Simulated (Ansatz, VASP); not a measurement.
**Two plane-wave programs on Ag**

```
CELL_PARAMETERS angstrom
-1.59107 1.59107 1.59107
1.59107 -1.59107 1.59107
1.59107 1.59107 -1.59107
ATOMIC_POSITIONS crystal
Ag 0.00000 0.00000 0.00000
```

Alike in both runs: functional LDA; k mesh 17 × 17 × 17; occupations fermi-dirac, width 0.1 eV; no spin polarisation.

Ansatz relaxed the structure, and its values are those at the end. VASP's run is a single point on that final structure, the one shown.

```csv
,VASP,Ansatz
version,VASP 6.6.1,Ansatz 0.2.0
potentials or method,"VASP PAW LDA potentials, release 64 (Ag)","PAW with Ansatz's default frozen-core files, scalar-relativistic"
plane-wave cutoff (eV),520,420
valence electrons in the cell,11,19
```

```csv
,VASP,Ansatz,Ansatz less VASP
pressure (GPa),0.1,0.0,-0.14
```

LDA's correlation is that of Perdew and Zunger in VASP and of Perdew and Wang (1992) in Ansatz. VASP's potentials hold 11 valence electrons a cell and Ansatz's 19, so a difference there can come from the potentials and not from the codes.
